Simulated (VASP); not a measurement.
# TiC (Fm-3m) in VASP: further runs

TiC is run at these levels: PBE0; tasks: single point.

All numbers are computed with VASP 6.6.1; they aren't measurements. Logs are shortened: lines on timing, memory, paths and dates and some standing lists are left out, and cuts for length are marked.

## Step 1: The cell of the first run

It takes space group Fm-3m (No. 225, cubic). Conventional cell: a = 4.360 Å, b = 4.360 Å, c = 4.360 Å, α = 90.00°, β = 90.00°, γ = 90.00°. Ti (site symmetry m-3m) has 6 C at 2.18 Å within 2.9 Å. C (site symmetry m-3m) has 6 Ti at 2.18 Å within 2.9 Å.

## Step 2: Single point, PBE0

POSCAR reads:

```
TiC
1.0
    0.0000000000      2.1800617706      2.1800617706
    2.1800617706      0.0000000000      2.1800617706
    2.1800617706      2.1800617706      0.0000000000
Ti C
1 1
Direct
    0.0000000000      0.0000000000      0.0000000000
    0.5000000000      0.5000000000      0.5000000000
```

INCAR.step1 reads:

```
SYSTEM = TiC
PREC     = Accurate       ! precision mode
ENCUT    = 520            ! plane-wave cutoff, eV
EDIFF    = 1E-5           ! SCF threshold, eV
ISMEAR   = -1             ! smearing method
SIGMA    = 0.05           ! smearing width, eV
LREAL    = .FALSE.        ! projectors in reciprocal space
LASPH    = .TRUE.         ! aspherical terms in the spheres
NELM     = 100            ! most SCF steps
ALGO     = Normal         ! electronic algorithm
ISIF     = 2              ! what is computed and relaxed
LWAVE    = .TRUE.         ! write WAVECAR
LCHARG   = .FALSE.        ! write CHGCAR
NBANDS   = 15             ! bands
GGA      = PE             ! functional
```

INCAR.step2 reads:

```
SYSTEM = TiC
PREC     = Accurate       ! precision mode
ENCUT    = 520            ! plane-wave cutoff, eV
EDIFF    = 1E-7           ! SCF threshold, eV
ISMEAR   = -1             ! smearing method
SIGMA    = 0.05           ! smearing width, eV
LREAL    = .FALSE.        ! projectors in reciprocal space
LASPH    = .TRUE.         ! aspherical terms in the spheres
NELM     = 100            ! most SCF steps
ALGO     = Normal         ! electronic algorithm
ISIF     = 2              ! what is computed and relaxed
LWAVE    = .FALSE.        ! write WAVECAR
LCHARG   = .FALSE.        ! write CHGCAR
GGA      = PE             ! functional
LHFCALC  = .TRUE.         ! exact exchange
AEXX     = 0.25           ! exact-exchange fraction
PRECFOCK = Normal       
NBANDS   = 15             ! bands
ISTART   = 1
```

KPOINTS reads:

```
Automatic mesh
0
G
  6 6 6
  0 0 0
```

Potentials or basis: VASP PAW PBE potentials, release 64 (Ti_sv, C).

The run is started by

```console
cat potpaw_PBE.64/Ti_sv/POTCAR potpaw_PBE.64/C/POTCAR > POTCAR
cp INCAR.step1 INCAR
mpirun -np 1 vasp_std > vasp.out
cp INCAR.step2 INCAR
mpirun -np 1 vasp_std > vasp.out
```

OUTCAR:

```text
SYSTEM = TiC
   PREC = Accurate
   ENCUT = 520
   EDIFF = 1E-7
   ISMEAR = -1
   LREAL = .FALSE.
   LASPH = .TRUE.
   NELM = 100
   ISIF = 2
   GGA = PE
   LHFCALC = .TRUE.
   AEXX = 0.25
   PRECFOCK = Normal
   ISTART = 1

 ion  position               nearest neighbor table
   1  0.000  0.000  0.000-   2 2.18   2 2.18   2 2.18   2 2.18   2 2.18   2 2.18
   2  0.500  0.500  0.500-   1 2.18   1 2.18   1 2.18   1 2.18   1 2.18   1 2.18

  LATTYP: Found a face centered cubic cell.
 ALAT       =     4.3601235412

  Lattice vectors:

 A1 = (   0.0000000000,   2.1800617706,   2.1800617706)
 A2 = (   2.1800617706,   0.0000000000,   2.1800617706)
 A3 = (   2.1800617706,   2.1800617706,   0.0000000000)

Analysis of symmetry for initial positions (statically):
=====================================================================
 Subroutine PRICEL returns:
 Original cell was already a primitive cell.

 Routine SETGRP: Setting up the symmetry group for a
 face centered cubic supercell.

 Subroutine GETGRP returns: Found 48 space group operations
[... 9 lines left out ...]

 Routine SETGRP: Setting up the symmetry group for a
 face centered cubic supercell.

 Subroutine GETGRP returns: Found 48 space group operations
[... 11 lines left out ...]
                                     Primitive cell

  volume of cell :      20.7222

  direct lattice vectors                    reciprocal lattice vectors
     0.000000000  2.180061771  2.180061771    -0.229351299  0.229351299  0.229351299
     2.180061771  0.000000000  2.180061771     0.229351299 -0.229351299  0.229351299
     2.180061771  2.180061771  0.000000000     0.229351299  0.229351299 -0.229351299

  length of vectors
     3.083072923  3.083072923  3.083072923     0.397248103  0.397248103  0.397248103

  position of ions in fractional coordinates (direct lattice)
[... 8 lines left out ...]
----------------------------------------------------------------------------------------

 KPOINTS: Automatic mesh

Automatic generation of k-mesh.
 Grid dimensions read from file:
 generate k-points for:    6    6    6

 Generating k-lattice:

  Cartesian coordinates                     Fractional coordinates (reciprocal lattice)
    -0.038225217  0.038225217  0.038225217     0.166666667  0.000000000  0.000000000
     0.038225217 -0.038225217  0.038225217     0.000000000  0.166666667  0.000000000
     0.038225217  0.038225217 -0.038225217     0.000000000  0.000000000  0.166666667

  Length of vectors
     0.066208017  0.066208017  0.066208017

  Shift w.r.t. Gamma in fractional coordinates (k-lattice)
     0.000000000  0.000000000  0.000000000

 Subroutine IBZKPT returns following result:
 ===========================================

 Found     16 irreducible k-points:

 Following reciprocal coordinates:
            Coordinates               Weight
  0.000000  0.000000  0.000000      1.000000
  0.166667  0.000000  0.000000      8.000000
  0.333333  0.000000  0.000000      8.000000
  0.500000  0.000000  0.000000      4.000000
  0.166667  0.166667  0.000000      6.000000
  0.333333  0.166667  0.000000     24.000000
[... 8 lines left out ...]
 -0.333333  0.333333  0.166667     24.000000
 -0.333333  0.500000  0.166667     12.000000
   k-points           NKPTS =     16   k-points in BZ     NKDIM =    216   number of bands    NBANDS=     15
   number of dos      NEDOS =    301   number of ions     NIONS =      2
   total plane-waves  NPLWV =  13824
   dimension x,y,z NGX =    24 NGY =   24 NGZ =   24
   dimension x,y,z NGXF=    48 NGYF=   48 NGZF=   48
   ions per type =               1   1
   NGX,Y,Z   is equivalent  to a cutoff of  12.94, 12.94, 12.94 a.u.
   NGXF,Y,Z  is equivalent  to a cutoff of  25.88, 25.88, 25.88 a.u.
 SYSTEM =  TiC
   PREC   = accura    normal or accurate (medium, high low for compatibility)
   ISTART =      1    job   : 0-new  1-cont  2-samecut
   ICHARG =      0    charge: 1-file 2-atom 10-const
   ISPIN  =      1    spin polarized calculation?
   LNONCOLLINEAR =      F non collinear calculations
   LSORBIT =      F    spin-orbit coupling
   LASPH  =      T    aspherical Exc in radial PAW
   ENCUT  =  520.0 eV  38.22 Ry    6.18 a.u.   5.73  5.73  5.73*2*pi/ulx,y,z
   NELM   =    100;   NELMIN=  2; NELMDL=  0     # of ELM steps
   EDIFF  = 0.1E-06   stopping-criterion for ELM
   LREAL  =      F    real-space projection
   EDIFFG = 0.1E-05   stopping-criterion for IOM
   NSW    =      0    number of steps for IOM
   IBRION =     -1    ionic relax: 0-MD 1-quasi-New 2-CG
   NFREE  =      0    steps in history (QN), initial steepest desc. (CG)
   ISIF   =      2    stress and relaxation
   ISYM   =      3    0-nonsym 1-usesym 2-fastsym
   POTIM  = 0.5000    time-step for ionic-motion
   TEBEG  =    0.0;   TEEND  =   0.0 temperature during run
   PSTRESS=    0.0 pullay stress
   NELECT =      16.0000    total number of electrons
   NUPDOWN=      -1.0000    fix difference up-down
   EMIN   =  10.00;   EMAX   =-10.00  energy-range for DOS
   EFERMI =   0.00;   METHOD = LEGACY
   ISMEAR =    -1;   SIGMA  =   0.05  broadening in eV -4-tet -1-fermi 0-gaus
   EFERMI_NEDOS =   21; number of points for ismear=-14 and -15
   IALGO  =     38    algorithm
   IMIX   =      1    mixing-type and parameters
     AMIX     =   0.40;   BMIX     =  1.00
     AMIX_MAG =   1.60;   BMIX_MAG =  1.00
  volume/ion in A,a.u.               =      10.36        69.92
  Fermi-wavevector in a.u.,A,eV,Ry     =   1.501883  2.838147 30.690006  2.255652
  Thomas-Fermi vector in A             =   2.613196
   LORBIT       =      0    0 simple, 1 ext, 2 COOP (PROOUT), +10 PAW based schemes
   GGA     = PE    functional components
   LHFCALC =     T    Hartree Fock is set to
   PRECFOCK=normal    Normal, Fast or Accurate (Low or Medium for compatibility)
   ENCUT4O =  -1.0   cutoff for four orbital integrals eV
   NKREDX  =     1    reduce k-point grid by
   NKREDY  =     1    reduce k-point grid by
   NKREDZ  =     1    reduce k-point grid by
   AEXX    =    0.2500 exact exchange contribution
   HFSCREEN=    0.0000 screening length (either q_TF or 0.3 A-1)
   HFSCREENC=   0.0000 screening length for correlation (either q_TF or 0.3 A-1)
   ENCUTFOCK=  -1.0 apply spherical cutoff to Coloumb kernel
   IVDW    =     0    specifies the selected vdW correction
   LEPSILON=     F    determine dielectric tensor
   LRPA    =     F    only Hartree local field effects (RPA)
 non-spin polarized calculation
  energy-cutoff  :      520.00
  volume of cell :       20.72
 maximum number of plane-waves:       568
  NGX = 18; NGY = 18; NGZ = 18

 number of electron      15.9999997 magnetization

 Free energy of the ion-electron system (eV)
  ---------------------------------------------------
  ext. energy  EPLUGINS =         0.00000000
  ---------------------------------------------------
  free energy    TOTEN  =       -23.57253815 eV

  energy without entropy =      -23.57228951  energy(sigma->0) =      -23.57241383

 E-fermi :   8.8885     XC(G=0):  -9.9122

 val. band max:        8.6065700332   @ k =   0.1667   0.1667   0.0000
 cond. band min:       9.1354319751   @ k =   0.5000   0.5000   0.0000
 fundamental gap:      0.5288619419
 Fermi energy:         8.8884610638

 k-point     1 :       0.0000    0.0000    0.0000
  band No.  band energies     occupation
      1     -52.8009      2.00000
      2     -27.1668      2.00000
      3     -27.1668      2.00000
      4     -27.1668      2.00000
      5      -5.4685      2.00000
      6      10.7463      0.00000
      7      10.7463      0.00000
      8      10.7463      0.00000
      9      11.2141      0.00000
     10      11.2141      0.00000
     11      11.2141      0.00000
     12      11.4488      0.00000
     13      11.4488      0.00000
     14      20.7138      0.00000
     15      24.2110      0.00000

 k-point     2 :       0.1667    0.0000    0.0000
  band No.  band energies     occupation
      1     -52.7831      2.00000
      2     -27.2964      2.00000
      3     -27.1780      2.00000
      4     -27.1780      2.00000
      5      -4.8065      2.00000
      6       7.2965      2.00000
      7       7.8112      2.00000
      8       7.8112      2.00000
      9      11.3992      0.00000
     10      11.3992      0.00000
     11      12.5737      0.00000
     12      14.6214      0.00000
     13      14.6214      0.00000
     14      21.6230      0.00000
     15      24.3938      0.00000

 k-point     3 :       0.3333    0.0000    0.0000
  band No.  band energies     occupation
      1     -52.7474      2.00000
      2     -27.5504      2.00000
      3     -27.2004      2.00000
      4     -27.2004      2.00000
      5      -3.1026      2.00000
      6       3.8884      2.00000
      7       5.9046      2.00000
      8       5.9046      2.00000
      9      12.6431      0.00000
     10      12.6431      0.00000
     11      13.6202      0.00000
     12      17.5019      0.00000
     13      17.5019      0.00000
     14      20.1671      0.00000
     15      26.0031      0.00000
[... 199 lines left out ...]
 k-point    15 :      -0.3333    0.3333    0.1667
  band No.  band energies     occupation
      1     -52.7112      2.00000
      2     -27.5497      2.00000
      3     -27.4134      2.00000
      4     -27.2890      2.00000
      5      -2.1316      2.00000
      6       3.7412      2.00000
      7       5.0292      2.00000
      8       5.8234      2.00000
      9      12.9393      0.00000
     10      13.0313      0.00000
     11      14.2045      0.00000
     12      16.0667      0.00000
     13      16.3483      0.00000
     14      22.6613      0.00000
     15      24.5112      0.00000

 k-point    16 :      -0.3333    0.5000    0.1667
  band No.  band energies     occupation
      1     -52.7051      2.00000
      2     -27.5498      2.00000
      3     -27.4092      2.00000
      4     -27.3415      2.00000
      5      -2.4574      2.00000
      6       4.6168      2.00000
      7       5.5440      2.00000
      8       6.1015      2.00000
      9      11.8323      0.00000
     10      13.7982      0.00000
     11      14.0472      0.00000
     12      14.6056      0.00000
     13      15.7945      0.00000
     14      23.9936      0.00000
     15      24.6382      0.00000

------------------------ aborting loop because EDIFF is reached ----------------------------------------

  FORCE on cell =-STRESS in cart. coord.  units (eV):
  Direction    XX          YY          ZZ          XY          YZ          ZX
  --------------------------------------------------------------------------------------
  -------------------------------------------------------------------------------------
  Total       -1.3435191     -1.3435191     -1.3435191      0.0000000      0.0000000      0.0000000
  in kB     -103.8766708   -103.8766708   -103.8766708      0.0000000      0.0000000      0.0000000
  external PRESSURE =    -103.8766708 kB  Pullay stress =       0.0000000 kB

 VOLUME and BASIS-vectors are now :
 -----------------------------------------------------------------------------
  energy-cutoff  :      520.00
  volume of cell :       20.72
      direct lattice vectors                 reciprocal lattice vectors
     0.000000000  2.180061771  2.180061771    -0.229351299  0.229351299  0.229351299
     2.180061771  0.000000000  2.180061771     0.229351299 -0.229351299  0.229351299
     2.180061771  2.180061771  0.000000000     0.229351299  0.229351299 -0.229351299

 POSITION                                       TOTAL-FORCE (eV/Angst)
 -----------------------------------------------------------------------------------
      0.00000      0.00000      0.00000        -0.000000      0.000000      0.000000
      2.18006      2.18006      2.18006         0.000000     -0.000000     -0.000000
 -----------------------------------------------------------------------------------
    total drift:                                0.000000      0.000000      0.000000

  FREE ENERGIE OF THE ION-ELECTRON SYSTEM (eV)
  ---------------------------------------------------
  free  energy   TOTEN  =       -23.5725381495 eV

  energy  without entropy=      -23.5722895071  energy(sigma->0) =      -23.57241383
```

It took 17 min on 1 thread of AMD EPYC 9R45 (Zen 5), shared host; peak memory 0.12 GiB.

Results:

| Quantity | Value |
| --- | --- |
| Free energy | -23.5725 eV |
| Pressure | -10.4 GPa |
| Band gap on the k mesh | zero (band 8 reaches 10.75 eV, above the bottom of band 9 at 8.29 eV) |

Caveat: the k points lie up to 0.42 Å⁻¹ apart; the PAW data sets were made with another functional, which shifts forces and pressure a little.

## Step 3: Single point, PBE0

This run uses another cell than the first one, of 10.56 Å³/atom, 1.020 times its volume.

POSCAR reads:

```
TiC
1.0
    0.0000000000      2.1942184125      2.1942184125
    2.1942184125      0.0000000000      2.1942184125
    2.1942184125      2.1942184125      0.0000000000
Ti C
1 1
Direct
    0.0000000000      0.0000000000      0.0000000000
    0.5000000000      0.5000000000      0.5000000000
```

INCAR.step1 reads:

```
SYSTEM = TiC
ALGO = Normal
EDIFF = 1E-5
ENCUT = 520
GGA = PE
ISIF = 2
ISMEAR = -1
LASPH = .True.
LCHARG = .False.
LREAL = .False.
LWAVE = .True.
NBANDS = 15
NELM = 80
PREC = Accurate
SIGMA = 0.05
```

INCAR.step2 reads:

```
SYSTEM = TiC
AEXX = 0.25
ALGO = Normal
EDIFF = 1E-6
ENCUT = 520
GGA = PE
ISIF = 2
ISMEAR = -1
ISTART = 1
LASPH = .True.
LCHARG = .False.
LHFCALC = .True.
LREAL = .False.
LWAVE = .False.
NBANDS = 15
NELM = 80
PREC = Accurate
PRECFOCK = Normal
SIGMA = 0.05
```

KPOINTS reads:

```
k-points
0
Gamma
  6 6 6
  0 0 0
```

Potentials or basis: VASP PAW PBE potentials, release 64 (Ti_sv, C).

The run is started by

```console
cat potpaw_PBE.64/Ti_sv/POTCAR potpaw_PBE.64/C/POTCAR > POTCAR
cp INCAR.step1 INCAR
mpirun -np 1 vasp_std > vasp.out
cp INCAR.step2 INCAR
mpirun -np 1 vasp_std > vasp.out
```

Wall time 15 min (1 thread of AMD EPYC 9R45 (Zen 5), shared host); peak memory 0.12 GiB.

It converged, with:

| Quantity | Value |
| --- | --- |
| Free energy | -23.5408 eV |
| Pressure | -14.8 GPa |
| Band gap on the k mesh | zero (band 8 reaches 10.51 eV, above the bottom of band 9 at 8.06 eV) |

Levels at points of the mesh, in eV from the Fermi level:
```csv
k point,band 6,band 7,band 8,band 9,band 10,band 11
"(0.00, 0.00, 0.00)",1.85,1.85,1.85,2.30,2.30,2.30
"(0.50, 0.00, 0.00)",-6.86,-3.56,-3.56,4.41,4.41,5.62
"(0.50, 0.50, 0.00)",-4.40,-1.46,0.23,0.23,3.66,5.05
```

Caveat: the k points lie up to 0.41 Å⁻¹ apart; the PAW data sets were made with another functional, which shifts forces and pressure a little.

(Part 1 of 2 ends here.)
